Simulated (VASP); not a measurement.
Wanted: the native input for a VASP 6.6.1 run.

```
Task                   : single point
Functional             : PBE
Potentials or basis    : VASP PAW PBE potentials, release 64 (Pb_d, Se)
Cutoff                 : 520 eV
k mesh                 : 7 × 7 × 7
Occupations            : fermi-dirac, width 0.1 eV
Spin                   : no spin polarisation
Dipole correction      : no
Further INCAR settings : ALGO = Normal; EDIFF = 1e-07; NBANDS = 17
```

The structure of PbSe lies in POSCAR:

```
PbSe
1.0
    0.0000000000      3.0512330000      3.0512330000
    3.0512330000      0.0000000000      3.0512330000
    3.0512330000      3.0512330000      0.0000000000
Pb Se
1 1
Direct
    0.0000000000      0.0000000000      0.0000000000
    0.5000000000      0.5000000000      0.5000000000
```

The input as run:

INCAR

```
ALGO = Normal ; EDIFF = 1E-7
ENCUT = 520 ; GGA = PE
ISIF = 2 ; ISMEAR = -1
LASPH = T ; LCHARG = T
LELF = T ; LREAL = F
LVHAR = T ; LWAVE = F
NBANDS = 17 ; NELM = 80
PREC = Accurate ; SIGMA = 0.1
```

KPOINTS

```
k-points
0
Gamma
  7 7 7
```

Potentials or basis: VASP PAW PBE potentials, release 64 (Pb_d, Se).

The run is started by

```sh
$ cat potpaw_PBE.64/Pb_d/POTCAR potpaw_PBE.64/Se/POTCAR > POTCAR
$ mpirun -np 1 vasp_std > vasp.out
```

It gave:

| Quantity | Value |
| --- | --- |
| Pressure | 2.9 GPa |

Run time: 13 s on 1 thread of Intel(R) Xeon(R) Platinum 8488C (Sapphire Rapids), with other jobs on the host, peak memory 0.18 GiB.
